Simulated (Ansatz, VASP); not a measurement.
One calculation of MoS, two programs

File INCAR:

```
SYSTEM = MoS
  PREC = Accurate
  ENCUT = 520
  EDIFF = 1E-6
  ISMEAR = 0
  SIGMA = 0.05
  LREAL = .FALSE.
  LASPH = .TRUE.
  NELM = 100
  ALGO = Normal
  ISIF = 2
  LWAVE = .FALSE.
  LCHARG = .FALSE.
  LDIPOL = .TRUE.
  IDIPOL = 3
  DIPOL = 0.5 0.5 0.500
  GGA = PS
  NBANDS = 28
```

KPOINTS

```
regular mesh
0
G
  9 9 1
  0 0 0
```

POSCAR

```
MoS
1.0
    3.1431208273      0.0000000000      0.0000000000
   -1.5715604137      2.7220224836      0.0000000000
    0.0000000000      0.0000000000     21.2832906737
Mo S
2 2
Direct
    0.6666666667      0.3333333333      0.3523891167
    0.3333333333      0.6666666667      0.6476108833
    0.3333333333      0.6666666667      0.4255867827
    0.0000000000      0.0000000000      0.5743881339
```

Input for Ansatz:

```yaml
crystal:
  lattice:
    - [3.1431208273, 0.0, 0.0]
    - [-1.5715604137, 2.7220224836, 0.0]
    - [0.0, 0.0, 21.2832906737]
  atoms:
    - { symbol: Mo, position: [0.6666666667, 0.3333333333, 0.3523891167] }
    - { symbol: S, position: [0.3333333333, 0.6666666667, 0.4255867827] }
    - { symbol: S, position: [0.0, 0.0, 0.5743881339] }
    - { symbol: Mo, position: [0.3333333333, 0.6666666667, 0.6476108833] }
basis:
  ecutwfc: 420
kpoints:
  mp_grid: { grid: [9, 9, 1] }
hamiltonian:
  xc: pbesol
scf:
  occupations: { method: gaussian, width: 0.05 }
  max_iter: 92
output:
  forces: true
  stress: true
  eigenvalues: true
efield:
  axis: 3
  dipole_correction: true
  ramp_width: 0.04
  ramp_position: 0.688
```

Alike in both runs: task single point; functional PBEsol; k mesh 9 × 9 × 1; occupations gaussian, width 0.05 eV; no spin polarisation.

|  | VASP | Ansatz |
| --- | --- | --- |
| version | VASP 6.6.1 | Ansatz 0.2.0 |
| potentials or method | VASP PAW PBE potentials, release 64 (Mo_sv, S), cutoff 520 eV | scalar-relativistic, plane waves, PAW |
| valence electrons in the cell | 40 | 40 |

```tsv
	VASP	Ansatz	Ansatz less VASP
gap on the k mesh at the Fermi level (eV)	none	none	-
rms of the force components (eV/Å)	0.686	5.090	+4.4044
```

VASP's potentials were made for PBE, not for PBEsol. A gap of «none» marks a metal or a gap that the smearing closes. One of these differences is far larger than is usual between the two programs; its cause wasn't traced. The functional is the same, so the differences come from potentials, cutoffs and numerics. Ansatz's warnings: net force over tolerance, vacuum below fermi, vacuum density over bound.
